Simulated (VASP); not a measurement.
# HfN (rocksalt type) (Fm-3m) in VASP: a series of runs

Runs on HfN (rocksalt type). Level: PBE. Tasks: single point, relaxation of cell and atoms.

Everything below comes from runs of VASP 6.6.1. Logs are shortened: lines on timing, memory, paths and dates and some standing lists are left out, and cuts for length are marked.

## (1) The cell of the first run

Symmetry: Fm-3m, No. 225, cubic system. Conventional cell: a = 4.548 Å, b = 4.548 Å, c = 4.548 Å, α = 90.00°, β = 90.00°, γ = 90.00°. Hf (site symmetry m-3m) has 6 N at 2.27 Å within 3.0 Å. N (site symmetry m-3m) has 6 Hf at 2.27 Å within 3.0 Å.

## (2) Single point, PBE

File INCAR:

```
PREC = Accurate
ENCUT = 600
EDIFF = 1E-6
ISMEAR = -1
SIGMA = 0.02
LREAL = F
LASPH = T
NELM = 120
ALGO = Normal
ISIF = 2
LWAVE = F
LCHARG = F
GGA = PE
NBANDS = 14
GGA_COMPAT = F
```

File KPOINTS:

```
Automatic mesh
0
Gamma
  13 13 13
```

File POSCAR:

```
HfN
1.0
    0.0000000000      2.2738603126      2.2738603126
    2.2738603126      0.0000000000      2.2738603126
    2.2738603126      2.2738603126      0.0000000000
Hf N
1 1
Direct
    0.0000000000      0.0000000000      0.0000000000
    0.5000000000      0.5000000000      0.5000000000
```

Potentials or basis: VASP PAW PBE potentials, release 64 (Hf_pv, N).

The run is started by

```
> cat potpaw_PBE.64/Hf_pv/POTCAR potpaw_PBE.64/N/POTCAR > POTCAR
> mpirun -np 1 vasp_std > vasp.out
```

OUTCAR:

```text
PREC = Accurate
   ENCUT = 600
   EDIFF = 1E-6
   ISMEAR = -1
   LREAL = F
   LASPH = T
   NELM = 120
   ISIF = 2
   GGA = PE

 ion  position               nearest neighbor table
   1  0.000  0.000  0.000-   2 2.27   2 2.27   2 2.27   2 2.27   2 2.27   2 2.27
   2  0.500  0.500  0.500-   1 2.27   1 2.27   1 2.27   1 2.27   1 2.27   1 2.27

  LATTYP: Found a face centered cubic cell.
 ALAT       =     4.5477206252

  Lattice vectors:

 A1 = (   0.0000000000,   2.2738603126,   2.2738603126)
 A2 = (   2.2738603126,   0.0000000000,   2.2738603126)
 A3 = (   2.2738603126,   2.2738603126,   0.0000000000)

Analysis of symmetry for initial positions (statically):
=====================================================================
 Subroutine PRICEL returns:
 Original cell was already a primitive cell.

 Routine SETGRP: Setting up the symmetry group for a
 face centered cubic supercell.

 Subroutine GETGRP returns: Found 48 space group operations
 (whereof 48 operations were pure point group operations)
 out of a pool of 48 trial point group operations.

The static configuration has the point symmetry O_h .

Analysis of symmetry for dynamics (positions and initial velocities):
=====================================================================
 Subroutine PRICEL returns:
 Original cell was already a primitive cell.

 Routine SETGRP: Setting up the symmetry group for a
 face centered cubic supercell.

 Subroutine GETGRP returns: Found 48 space group operations
 (whereof 48 operations were pure point group operations)
 out of a pool of 48 trial point group operations.

The dynamic configuration has the point symmetry O_h .

 Subroutine INISYM returns: Found 48 space group operations
 (whereof 48 operations are pure point group operations),
 and found     1 'primitive' translations

----------------------------------------------------------------------------------------

                                     Primitive cell

  volume of cell :      23.5137

  direct lattice vectors                    reciprocal lattice vectors
     0.000000000  2.273860313  2.273860313    -0.219890376  0.219890376  0.219890376
     2.273860313  0.000000000  2.273860313     0.219890376 -0.219890376  0.219890376
     2.273860313  2.273860313  0.000000000     0.219890376  0.219890376 -0.219890376

  length of vectors
     3.215724093  3.215724093  3.215724093     0.380861304  0.380861304  0.380861304

  position of ions in fractional coordinates (direct lattice)
     0.000000000  0.000000000  0.000000000
     0.500000000  0.500000000  0.500000000

  ion indices of the primitive-cell ions
   primitive index   ion index
                 1           1
                 2           2

----------------------------------------------------------------------------------------

 KPOINTS: Automatic mesh

Automatic generation of k-mesh.
 Grid dimensions read from file:
 generate k-points for:   13   13   13

 Generating k-lattice:

  Cartesian coordinates                     Fractional coordinates (reciprocal lattice)
    -0.016914644  0.016914644  0.016914644     0.076923077  0.000000000  0.000000000
     0.016914644 -0.016914644  0.016914644     0.000000000  0.076923077  0.000000000
     0.016914644  0.016914644 -0.016914644     0.000000000  0.000000000  0.076923077

  Length of vectors
     0.029297023  0.029297023  0.029297023

  Shift w.r.t. Gamma in fractional coordinates (k-lattice)
     0.000000000  0.000000000  0.000000000

 Subroutine IBZKPT returns following result:
 ===========================================

 Found     84 irreducible k-points:

 Following reciprocal coordinates:
            Coordinates               Weight
  0.000000  0.000000  0.000000      1.000000
  0.076923  0.000000  0.000000      8.000000
  0.153846  0.000000  0.000000      8.000000
  0.230769  0.000000  0.000000      8.000000
  0.307692  0.000000  0.000000      8.000000
  0.384615  0.000000  0.000000      8.000000
[... 16 lines left out ...]
  0.384615  0.153846  0.000000     24.000000
  0.461538  0.153846  0.000000     24.000000
 [... further k-points ...]
   k-points           NKPTS =     84   k-points in BZ     NKDIM =     84   number of bands    NBANDS=     14
   number of dos      NEDOS =    301   number of ions     NIONS =      2
   total plane-waves  NPLWV =  21952
   dimension x,y,z NGX =    28 NGY =   28 NGZ =   28
   dimension x,y,z NGXF=    56 NGYF=   56 NGZF=   56
   ions per type =               1   1
   NGX,Y,Z   is equivalent  to a cutoff of  14.48, 14.48, 14.48 a.u.
   NGXF,Y,Z  is equivalent  to a cutoff of  28.95, 28.95, 28.95 a.u.
 SYSTEM =  unknown system
   PREC   = accura    normal or accurate (medium, high low for compatibility)
   ISTART =      0    job   : 0-new  1-cont  2-samecut
   ICHARG =      2    charge: 1-file 2-atom 10-const
   ISPIN  =      1    spin polarized calculation?
   LNONCOLLINEAR =      F non collinear calculations
   LSORBIT =      F    spin-orbit coupling
   LASPH  =      T    aspherical Exc in radial PAW
   ENCUT  =  600.0 eV  44.10 Ry    6.64 a.u.   6.42  6.42  6.42*2*pi/ulx,y,z
   NELM   =    120;   NELMIN=  2; NELMDL= -5     # of ELM steps
   EDIFF  = 0.1E-05   stopping-criterion for ELM
   LREAL  =      F    real-space projection
   EDIFFG = 0.1E-04   stopping-criterion for IOM
   NSW    =      0    number of steps for IOM
   IBRION =     -1    ionic relax: 0-MD 1-quasi-New 2-CG
   NFREE  =      0    steps in history (QN), initial steepest desc. (CG)
   ISIF   =      2    stress and relaxation
   ISYM   =      2    0-nonsym 1-usesym 2-fastsym
   POTIM  = 0.5000    time-step for ionic-motion
   TEBEG  =    0.0;   TEEND  =   0.0 temperature during run
   PSTRESS=    0.0 pullay stress
   NELECT =      15.0000    total number of electrons
   NUPDOWN=      -1.0000    fix difference up-down
   EMIN   =  10.00;   EMAX   =-10.00  energy-range for DOS
   EFERMI =   0.00;   METHOD = LEGACY
   ISMEAR =    -1;   SIGMA  =   0.02  broadening in eV -4-tet -1-fermi 0-gaus
   EFERMI_NEDOS =   21; number of points for ismear=-14 and -15
   IALGO  =     38    algorithm
   IMIX   =      4    mixing-type and parameters
     AMIX     =   0.40;   BMIX     =  1.00
     AMIX_MAG =   1.60;   BMIX_MAG =  1.00
  volume/ion in A,a.u.               =      11.76        79.34
  Fermi-wavevector in a.u.,A,eV,Ry     =   1.409283  2.663158 27.022230  1.986078
  Thomas-Fermi vector in A             =   2.531354
   LORBIT       =      0    0 simple, 1 ext, 2 COOP (PROOUT), +10 PAW based schemes
   GGA     = PE    functional components
   LHFCALC =     F    Hartree Fock is set to
   AEXX    =    0.0000 exact exchange contribution
   IVDW    =     0    specifies the selected vdW correction
   LEPSILON=     F    determine dielectric tensor
   LRPA    =     F    only Hartree local field effects (RPA)
 non-spin polarized calculation
  energy-cutoff  :      600.00
  volume of cell :       23.51
 maximum number of plane-waves:       801
 NGX is ok and might be reduce to    28
   NGX = 13   NGY = 13   NGZ = 13

 number of electron      15.0000000 magnetization

 Free energy of the ion-electron system (eV)
  ---------------------------------------------------
  ext. energy  EPLUGINS =         0.00000000
  ---------------------------------------------------
  free energy    TOTEN  =       -21.75750896 eV

  energy without entropy =      -21.75636698  energy(sigma->0) =      -21.75693797

 E-fermi :   8.2993     XC(G=0): -12.6290

 val. band max:        8.2599079129   @ k =   0.1538   0.0000   0.0000
 cond. band min:       8.3190961788   @ k =  -0.3846   0.3077   0.0000
 fundamental gap:      0.0591882658
 Fermi energy:         8.2993449317

 k-point     1 :       0.0000    0.0000    0.0000
  band No.  band energies     occupation
      1     -23.0180      2.00000
      2     -23.0180      2.00000
      3     -23.0180      2.00000
      4      -9.1833      2.00000
      5       5.2066      2.00000
      6       5.2066      2.00000
      7       5.2066      2.00000
      8       7.8746      2.00000
      9       7.8746      2.00000
     10       7.8746      2.00000
     11       9.8215      0.00000
     12      10.1322      0.00000
     13      10.1322      0.00000
     14      17.7281      0.00000

 k-point     2 :       0.0769    0.0000    0.0000
  band No.  band energies     occupation
      1     -23.0738      2.00000
      2     -23.0227      2.00000
      3     -23.0227      2.00000
      4      -9.0530      2.00000
      5       4.6221      2.00000
      6       4.8734      2.00000
      7       4.8734      2.00000
      8       8.0221      2.00000
      9       8.0695      1.99998
     10       8.0695      1.99998
     11      10.2599      0.00000
     12      10.5716      0.00000
     13      10.5716      0.00000
     14      18.1784      0.00000

 k-point     3 :       0.1538    0.0000    0.0000
  band No.  band energies     occupation
      1     -23.2247      2.00000
      2     -23.0358      2.00000
      3     -23.0358      2.00000
      4      -8.6860      2.00000
      5       3.4237      2.00000
      6       4.1655      2.00000
      7       4.1655      2.00000
      8       8.2599      1.75562
      9       8.5704      0.00000
     10       8.5704      0.00000
     11      11.2864      0.00000
     12      11.6578      0.00000
     13      11.6578      0.00000
     14      19.3732      0.00000
[... 324 lines left out ...]
 k-point    23 :       0.3846    0.1538    0.0000
  band No.  band energies     occupation
      1     -23.6698      2.00000
      2     -23.1567      2.00000
      3     -23.1479      2.00000
      4      -7.4216      2.00000
      5       0.8105      2.00000
      6       2.7016      2.00000
      7       3.1863      2.00000
      8       7.8246      2.00000
      9      11.5986      0.00000
     10      11.7246      0.00000
     11      13.0649      0.00000
     12      13.6171      0.00000
     13      16.5181      0.00000
     14      20.0948      0.00000

 k-point    24 :       0.4615    0.1538    0.0000
  band No.  band energies     occupation
      1     -23.7839      2.00000
      2     -23.1934      2.00000
      3     -23.1491      2.00000
      4      -7.0618      2.00000
      5       0.3442      2.00000
      6       2.3743      2.00000
      7       2.7263      2.00000
      8       8.7428      0.00000
      9      11.8858      0.00000
     10      12.1361      0.00000
     11      13.7944      0.00000
     12      15.0108      0.00000
     13      16.8641      0.00000
     14      19.0511      0.00000

 [... further k-points ...]

------------------------ aborting loop because EDIFF is reached ----------------------------------------

  FORCE on cell =-STRESS in cart. coord.  units (eV):
  Direction    XX          YY          ZZ          XY          YZ          ZX
  --------------------------------------------------------------------------------------
  -------------------------------------------------------------------------------------
  Total       -0.3592003     -0.3592003     -0.3592003      0.0000000      0.0000000      0.0000000
  in kB      -24.4751812    -24.4751812    -24.4751812      0.0000000      0.0000000      0.0000000
  external PRESSURE =     -24.4751812 kB  Pullay stress =       0.0000000 kB

 VOLUME and BASIS-vectors are now :
 -----------------------------------------------------------------------------
  energy-cutoff  :      600.00
  volume of cell :       23.51
      direct lattice vectors                 reciprocal lattice vectors
     0.000000000  2.273860313  2.273860313    -0.219890376  0.219890376  0.219890376
     2.273860313  0.000000000  2.273860313     0.219890376 -0.219890376  0.219890376
     2.273860313  2.273860313  0.000000000     0.219890376  0.219890376 -0.219890376

 POSITION                                       TOTAL-FORCE (eV/Angst)
 -----------------------------------------------------------------------------------
      0.00000      0.00000      0.00000        -0.000000      0.000000     -0.000000
      2.27386      2.27386      2.27386         0.000000     -0.000000      0.000000
 -----------------------------------------------------------------------------------
    total drift:                                0.000000      0.000000      0.000000

  FREE ENERGIE OF THE ION-ELECTRON SYSTEM (eV)
  ---------------------------------------------------
  free  energy   TOTEN  =       -21.7575089579 eV

  energy  without entropy=      -21.7563669831  energy(sigma->0) =      -21.75693797
```

It took 16 s on 1 thread of Intel Xeon 6975P-C (Granite Rapids), shared host; peak memory 0.18 GiB.

Results:

- Free energy: -21.7575 eV
- Pressure: -2.4 GPa
- Band gap on the k mesh: zero (an odd number of electrons rules out a gap without spin polarisation)

Caveat: spin-orbit coupling is left out, which moves the levels of the heavy elements.

(Part 1 of 2 ends here.)
